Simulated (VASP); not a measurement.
# Ta4C3 (Pm-3m) in VASP: a series of runs

Runs on Ta4C3. Level: r2SCAN. Tasks: single point.

Everything below comes from runs of VASP 6.6.1. Logs are shortened: lines on timing, memory, paths and dates and some standing lists are left out, and cuts for length are marked.

**1. The cell of the first run**

Symmetry: Pm-3m, No. 221, cubic system. Conventional cell: a = 4.240 Å, b = 4.240 Å, c = 4.240 Å, α = 90.00°, β = 90.00°, γ = 90.00°. Within 2.8 Å of Ta (site symmetry 4/mmm) lie 4 C at 2.12 Å. Ta (site symmetry m-3m) has 6 C at 2.12 Å within 2.8 Å. C (site symmetry 4/mmm) has 6 Ta at 2.12 Å within 2.8 Å.

**2. Single point, r2SCAN (10.89 Å³/atom)**

File POSCAR:

```
Ta4C3
1.0
    4.2402085768      0.0000000000      0.0000000000
    0.0000000000      4.2402085768      0.0000000000
    0.0000000000      0.0000000000      4.2402085768
Ta C
4 3
Direct
    0.0000000000      0.5000000000      0.5000000000
    0.5000000000      0.0000000000      0.5000000000
    0.5000000000      0.5000000000      0.0000000000
    0.0000000000      0.0000000000      0.0000000000
    0.5000000000      0.0000000000      0.0000000000
    0.0000000000      0.5000000000      0.0000000000
    0.0000000000      0.0000000000      0.5000000000
```

File INCAR.step1:

```
  PREC = Accurate
  ENCUT = 520
  ISMEAR = 0
  SIGMA = 0.1
  LREAL = False
  LASPH = True
  NELM = 60
  NBANDS = 37
  GGA = PE
  ALGO = Normal
  EDIFF = 1E-4
  LWAVE = True
  LCHARG = False
```

File INCAR.step2:

```
  PREC = Accurate
  ENCUT = 520
  EDIFF = 1E-6
  ISMEAR = 0
  SIGMA = 0.1
  LREAL = False
  LASPH = True
  NELM = 60
  ALGO = Normal
  ISIF = 2
  LWAVE = False
  LCHARG = False
  METAGGA = R2SCAN
  LMIXTAU = True
  NBANDS = 37
  ISTART = 1
```

File KPOINTS:

```
regular mesh
0
Gamma
  8 8 8
```

Potentials or basis: VASP PAW PBE potentials, release 64 (Ta_pv, C).

On the command line:

```sh
$ cat potpaw_PBE.64/Ta_pv/POTCAR potpaw_PBE.64/C/POTCAR > POTCAR
$ cp INCAR.step1 INCAR
$ mpirun -np 1 vasp_std > vasp.out
$ cp INCAR.step2 INCAR
$ mpirun -np 1 vasp_std > vasp.out
```

OUTCAR:

```text
PREC = Accurate
   ENCUT = 520
   EDIFF = 1E-6
   ISMEAR = 0
   LREAL = False
   LASPH = True
   NELM = 60
   ISIF = 2
   METAGGA = R2SCAN
   ISTART = 1

 ion  position               nearest neighbor table
   1  0.000  0.500  0.500-   6 2.12   7 2.12   6 2.12   7 2.12   3 3.00   3 3.00   4 3.00   4 3.00
                             2 3.00   4 3.00   2 3.00   4 3.00   2 3.00   3 3.00   3 3.00   2 3.00
   2  0.500  0.000  0.500-   5 2.12   7 2.12   5 2.12   7 2.12   3 3.00   3 3.00   4 3.00   4 3.00
                             1 3.00   3 3.00   3 3.00   1 3.00   4 3.00   1 3.00   4 3.00   1 3.00
   3  0.500  0.500  0.000-   5 2.12   6 2.12   5 2.12   6 2.12   2 3.00   1 3.00   2 3.00   2 3.00
                             4 3.00   4 3.00   2 3.00   1 3.00   4 3.00   1 3.00   1 3.00   4 3.00
   4  0.000  0.000  0.000-   5 2.12   6 2.12   7 2.12   7 2.12   6 2.12   5 2.12   1 3.00   2 3.00
                             1 3.00   1 3.00   3 3.00   2 3.00   1 3.00   2 3.00   3 3.00   3 3.00
   5  0.500  0.000  0.000-   2 2.12   3 2.12   4 2.12   2 2.12   3 2.12   4 2.12
   6  0.000  0.500  0.000-   1 2.12   3 2.12   4 2.12   1 2.12   4 2.12   3 2.12
   7  0.000  0.000  0.500-   1 2.12   2 2.12   4 2.12   4 2.12   1 2.12   2 2.12

  LATTYP: Found a simple cubic cell.
 ALAT       =     4.2402085768

  Lattice vectors:

 A1 = (   4.2402085768,   0.0000000000,   0.0000000000)
 A2 = (   0.0000000000,   4.2402085768,   0.0000000000)
 A3 = (   0.0000000000,   0.0000000000,   4.2402085768)

Analysis of symmetry for initial positions (statically):
=====================================================================
 Subroutine PRICEL returns:
 Original cell was already a primitive cell.

 Routine SETGRP: Setting up the symmetry group for a
 simple cubic supercell.

 Subroutine GETGRP returns: Found 48 space group operations
 (whereof 48 operations were pure point group operations)
 out of a pool of 48 trial point group operations.

The static configuration has the point symmetry O_h .

Analysis of symmetry for dynamics (positions and initial velocities):
=====================================================================
 Subroutine PRICEL returns:
 Original cell was already a primitive cell.

 Routine SETGRP: Setting up the symmetry group for a
 simple cubic supercell.

 Subroutine GETGRP returns: Found 48 space group operations
 (whereof 48 operations were pure point group operations)
 out of a pool of 48 trial point group operations.

The dynamic configuration has the point symmetry O_h .

 Subroutine INISYM returns: Found 48 space group operations
 (whereof 48 operations are pure point group operations),
 and found     1 'primitive' translations

----------------------------------------------------------------------------------------

                                     Primitive cell

  volume of cell :      76.2363

  direct lattice vectors                    reciprocal lattice vectors
     4.240208577  0.000000000  0.000000000     0.235837455  0.000000000  0.000000000
     0.000000000  4.240208577  0.000000000     0.000000000  0.235837455  0.000000000
     0.000000000  0.000000000  4.240208577     0.000000000  0.000000000  0.235837455

  length of vectors
     4.240208577  4.240208577  4.240208577     0.235837455  0.235837455  0.235837455

  position of ions in fractional coordinates (direct lattice)
     0.000000000  0.500000000  0.500000000
     0.500000000  0.000000000  0.500000000
     0.500000000  0.500000000  0.000000000
     0.000000000  0.000000000  0.000000000
     0.500000000  0.000000000  0.000000000
     0.000000000  0.500000000  0.000000000
     0.000000000  0.000000000  0.500000000

  ion indices of the primitive-cell ions
   primitive index   ion index
                 1           1
                 2           2
                 3           3
                 4           4
                 5           5
                 6           6
                 7           7

----------------------------------------------------------------------------------------

 KPOINTS: regular mesh

Automatic generation of k-mesh.
 Grid dimensions read from file:
 generate k-points for:    8    8    8

 Generating k-lattice:

  Cartesian coordinates                     Fractional coordinates (reciprocal lattice)
     0.029479682  0.000000000  0.000000000     0.125000000  0.000000000  0.000000000
     0.000000000  0.029479682  0.000000000     0.000000000  0.125000000  0.000000000
     0.000000000  0.000000000  0.029479682     0.000000000  0.000000000  0.125000000

  Length of vectors
     0.029479682  0.029479682  0.029479682

  Shift w.r.t. Gamma in fractional coordinates (k-lattice)
     0.000000000  0.000000000  0.000000000

 Subroutine IBZKPT returns following result:
 ===========================================

 Found     35 irreducible k-points:

 Following reciprocal coordinates:
            Coordinates               Weight
  0.000000  0.000000  0.000000      1.000000
  0.125000  0.000000  0.000000      6.000000
  0.250000  0.000000  0.000000      6.000000
  0.375000  0.000000  0.000000      6.000000
  0.500000  0.000000  0.000000      3.000000
  0.125000  0.125000  0.000000     12.000000
[... 16 lines left out ...]
  0.375000  0.375000  0.125000     24.000000
  0.500000  0.375000  0.125000     24.000000
 [... further k-points ...]
   k-points           NKPTS =     35   k-points in BZ     NKDIM =     35   number of bands    NBANDS=     37
   number of dos      NEDOS =    301   number of ions     NIONS =      7
   total plane-waves  NPLWV =  32768
   dimension x,y,z NGX =    32 NGY =   32 NGZ =   32
   dimension x,y,z NGXF=    64 NGYF=   64 NGZF=   64
   ions per type =               4   3
   NGX,Y,Z   is equivalent  to a cutoff of  12.55, 12.55, 12.55 a.u.
   NGXF,Y,Z  is equivalent  to a cutoff of  25.09, 25.09, 25.09 a.u.
 SYSTEM =  unknown system
   PREC   = accura    normal or accurate (medium, high low for compatibility)
   ISTART =      1    job   : 0-new  1-cont  2-samecut
   ICHARG =      0    charge: 1-file 2-atom 10-const
   ISPIN  =      1    spin polarized calculation?
   LNONCOLLINEAR =      F non collinear calculations
   LSORBIT =      F    spin-orbit coupling
   LASPH  =      T    aspherical Exc in radial PAW
   ENCUT  =  520.0 eV  38.22 Ry    6.18 a.u.   7.88  7.88  7.88*2*pi/ulx,y,z
   NELM   =     60;   NELMIN=  2; NELMDL=  0     # of ELM steps
   EDIFF  = 0.1E-05   stopping-criterion for ELM
   LREAL  =      F    real-space projection
   EDIFFG = 0.1E-04   stopping-criterion for IOM
   NSW    =      0    number of steps for IOM
   IBRION =     -1    ionic relax: 0-MD 1-quasi-New 2-CG
   NFREE  =      0    steps in history (QN), initial steepest desc. (CG)
   ISIF   =      2    stress and relaxation
   ISYM   =      2    0-nonsym 1-usesym 2-fastsym
   POTIM  = 0.5000    time-step for ionic-motion
   TEBEG  =    0.0;   TEEND  =   0.0 temperature during run
   PSTRESS=    0.0 pullay stress
   NELECT =      56.0000    total number of electrons
   NUPDOWN=      -1.0000    fix difference up-down
   EMIN   =  10.00;   EMAX   =-10.00  energy-range for DOS
   EFERMI =   0.00;   METHOD = LEGACY
   ISMEAR =     0;   SIGMA  =   0.10  broadening in eV -4-tet -1-fermi 0-gaus
   EFERMI_NEDOS =   21; number of points for ismear=-14 and -15
   IALGO  =     38    algorithm
   IMIX   =      4    mixing-type and parameters
     AMIX     =   0.40;   BMIX     =  1.00
     AMIX_MAG =   1.60;   BMIX_MAG =  1.00
  volume/ion in A,a.u.               =      10.89        73.50
  Fermi-wavevector in a.u.,A,eV,Ry     =   1.477124  2.791360 29.686488  2.181895
  Thomas-Fermi vector in A             =   2.591567
   LORBIT       =      0    0 simple, 1 ext, 2 COOP (PROOUT), +10 PAW based schemes
   METAGGA = R2SCAN    functional components
   LHFCALC =     F    Hartree Fock is set to
   AEXX    =    0.0000 exact exchange contribution
   IVDW    =     0    specifies the selected vdW correction
   LEPSILON=     F    determine dielectric tensor
   LRPA    =     F    only Hartree local field effects (RPA)
 non-spin polarized calculation
 Gauss-broadening in eV      SIGMA  =   0.10
  energy-cutoff  :      520.00
  volume of cell :       76.24
 maximum number of plane-waves:      2103
 NGX is ok and might be reduce to    32
   NGX = 15   NGY = 15   NGZ = 15

 number of electron      55.9999982 magnetization

 Free energy of the ion-electron system (eV)
  ---------------------------------------------------
  ext. energy  EPLUGINS =         0.00000000
  ---------------------------------------------------
  free energy    TOTEN  =      -226.19789263 eV

  energy without entropy =     -226.18335452  energy(sigma->0) =     -226.19062358

 E-fermi :   8.3179     XC(G=0): -14.7739

 val. band max:        8.2865754907   @ k =   0.5000   0.2500   0.1250
 cond. band min:       8.3532246147   @ k =   0.1250   0.1250   0.1250
 fundamental gap:      0.0666491239
 Fermi energy:         8.3178628887

 k-point     1 :       0.0000    0.0000    0.0000
  band No.  band energies     occupation
      1     -28.1061      2.00000
      2     -28.1061      2.00000
      3     -28.1061      2.00000
      4     -27.2754      2.00000
      5     -27.2754      2.00000
      6     -27.2754      2.00000
[... 29 lines left out ...]
     36      12.9952      0.00000
     37      14.2558      0.00000

 k-point     2 :       0.1250    0.0000    0.0000
  band No.  band energies     occupation
      1     -28.0897      2.00000
      2     -28.0897      2.00000
      3     -28.0821      2.00000
      4     -27.2814      2.00000
      5     -27.2787      2.00000
      6     -27.2787      2.00000
[... 29 lines left out ...]
     36      13.5269      0.00000
     37      14.0983      0.00000
[... 838 lines left out ...]
     36      13.2274      0.00000
     37      13.3688      0.00000

 k-point    24 :       0.5000    0.3750    0.1250
  band No.  band energies     occupation
      1     -28.1092      2.00000
      2     -28.0955      2.00000
      3     -27.9775      2.00000
      4     -27.5199      2.00000
      5     -27.2825      2.00000
      6     -27.2140      2.00000
[... 29 lines left out ...]
     36      12.7752      0.00000
     37      13.1447      0.00000

 [... further k-points ...]

------------------------ aborting loop because EDIFF is reached ----------------------------------------

  FORCE on cell =-STRESS in cart. coord.  units (eV):
  Direction    XX          YY          ZZ          XY          YZ          ZX
  --------------------------------------------------------------------------------------
  -------------------------------------------------------------------------------------
  Total       25.1660290     25.1660290     25.1660290      0.0000000     -0.0000000      0.0000000
  in kB      528.8878808    528.8878808    528.8878808      0.0000000     -0.0000000      0.0000000
  external PRESSURE =     528.8878808 kB  Pullay stress =       0.0000000 kB

 VOLUME and BASIS-vectors are now :
 -----------------------------------------------------------------------------
  energy-cutoff  :      520.00
  volume of cell :       76.24
      direct lattice vectors                 reciprocal lattice vectors
     4.240208577  0.000000000  0.000000000     0.235837455  0.000000000  0.000000000
     0.000000000  4.240208577  0.000000000     0.000000000  0.235837455  0.000000000
     0.000000000  0.000000000  4.240208577     0.000000000  0.000000000  0.235837455

 POSITION                                       TOTAL-FORCE (eV/Angst)
 -----------------------------------------------------------------------------------
      0.00000      2.12010      2.12010         0.000000      0.000000      0.000000
      2.12010      0.00000      2.12010         0.000000      0.000000      0.000000
      2.12010      2.12010      0.00000         0.000000      0.000000      0.000000
      0.00000      0.00000      0.00000         0.000000      0.000000      0.000000
      2.12010      0.00000      0.00000         0.000000      0.000000      0.000000
      0.00000      2.12010      0.00000         0.000000      0.000000      0.000000
      0.00000      0.00000      2.12010         0.000000      0.000000      0.000000
 -----------------------------------------------------------------------------------
    total drift:                                0.000000     -0.000000     -0.000000

  FREE ENERGIE OF THE ION-ELECTRON SYSTEM (eV)
  ---------------------------------------------------
  free  energy   TOTEN  =      -226.1978926314 eV

  energy  without entropy=     -226.1833545195  energy(sigma->0) =     -226.19062358
```

It took 5.5 min on 1 thread of Intel Xeon 8259CL, shared host; peak memory 0.23 GiB.

What came out:

| Property | Result |
| --- | --- |
| Free energy | -226.1979 eV |
| Pressure | 52.9 GPa |
| Band gap on the k mesh | zero (bands 28 and 29 overlap by 1.15 eV) |

Levels at points of the mesh, in eV from the Fermi level:
| k point | band 26 | band 27 | band 28 | band 29 | band 30 | band 31 |
| --- | --- | --- | --- | --- | --- | --- |
| (0.00, 0.00, 0.00) | -0.57 | -0.57 | -0.57 | -0.53 | -0.53 | -0.53 |
| (0.50, 0.00, 0.00) | -2.11 | -2.11 | 0.38 | 0.38 | 1.06 | 2.50 |
| (0.50, 0.50, 0.00) | -1.96 | -0.41 | -0.41 | 2.29 | 2.31 | 2.31 |
| (0.50, 0.50, 0.50) | -1.28 | -1.28 | 0.07 | 4.31 | 4.31 | 4.31 |

Caveat: the cell stands under pressure; the PAW data sets were made with another functional, which shifts forces and pressure a little; spin-orbit coupling is left out, which moves the levels of the heavy elements.

**3. Single point, r2SCAN (11.26 Å³/atom)**

This run uses another cell than the first one, of 11.26 Å³/atom.

Changes to POSCAR since step 2:

```diff
@@ -2,5 +2,5 @@
 1.0
-    4.2402085768      0.0000000000      0.0000000000
-    0.0000000000      4.2402085768      0.0000000000
-    0.0000000000      0.0000000000      4.2402085768
+    4.2878553578      0.0000000000      0.0000000000
+    0.0000000000      4.2878553578      0.0000000000
+    0.0000000000      0.0000000000      4.2878553578
 Ta C
```

File INCAR.step1:

```
SYSTEM = Ta4C3
  PREC = Accurate
  ENCUT = 520
  ISMEAR = 0
  SIGMA = 0.1
  LREAL = .False.
  LASPH = .True.
  NELM = 100
  NBANDS = 37
  GGA = PE
  ALGO = Normal
  EDIFF = 1E-4
  LWAVE = .True.
  LCHARG = .False.
```

File INCAR.step2:

```
SYSTEM = Ta4C3
  PREC = Accurate
  ENCUT = 520
  EDIFF = 1E-7
  ISMEAR = 0
  SIGMA = 0.1
  LREAL = .False.
  LASPH = .True.
  NELM = 100
  ALGO = Normal
  ISIF = 2
  LWAVE = .False.
  LCHARG = .True.
  METAGGA = R2SCAN
  LMIXTAU = .True.
  LELF = .True.
  LVHAR = .True.
  NBANDS = 37
  ISTART = 1
```

File KPOINTS:

```
Automatic mesh
0
Gamma
  8 8 8
  0 0 0
```

Potentials or basis: VASP PAW PBE potentials, release 64 (Ta_pv, C).

On the command line:

```sh
$ cat potpaw_PBE.64/Ta_pv/POTCAR potpaw_PBE.64/C/POTCAR > POTCAR
$ cp INCAR.step1 INCAR
$ mpirun -np 1 vasp_std > vasp.out
$ cp INCAR.step2 INCAR
$ mpirun -np 1 vasp_std > vasp.out
```

Wall time 5.2 min (1 thread of Intel Xeon 8259CL, shared host); peak memory 0.24 GiB.

Results (log left out):

- Free energy: -226.9229 eV
- Pressure: 36.8 GPa
- Band gap on the k mesh: zero (bands 28 and 29 overlap by 1.10 eV)

Levels at points of the mesh, in eV from the Fermi level:
| k point | band 24 | band 25 | band 26 | band 27 | band 28 | band 29 | band 30 | band 31 | band 32 | band 33 |
| --- | --- | --- | --- | --- | --- | --- | --- | --- | --- | --- |
| (0.00, 0.00, 0.00) | -1.31 | -1.31 | -0.60 | -0.60 | -0.60 | -0.50 | -0.50 | -0.50 | 1.72 | 1.72 |
| (0.50, 0.00, 0.00) | -3.21 | -2.49 | -2.08 | -2.08 | 0.37 | 0.37 | 1.00 | 2.38 | 2.87 | 2.87 |
| (0.50, 0.50, 0.00) | -4.77 | -2.08 | -1.91 | -0.39 | -0.39 | 2.22 | 2.22 | 2.22 | 2.50 | 4.17 |
| (0.50, 0.50, 0.50) | -5.76 | -1.22 | -1.22 | -1.22 | -0.06 | 4.10 | 4.10 | 4.10 | 4.19 | 4.19 |

Caveat: the cell stands under pressure; the PAW data sets were made with another functional, which shifts forces and pressure a little; spin-orbit coupling is left out, which moves the levels of the heavy elements.

(Continued in part 2 of 2.)

The gap in the log of VASP goes by the Fermi energy; the results here count the filled bands.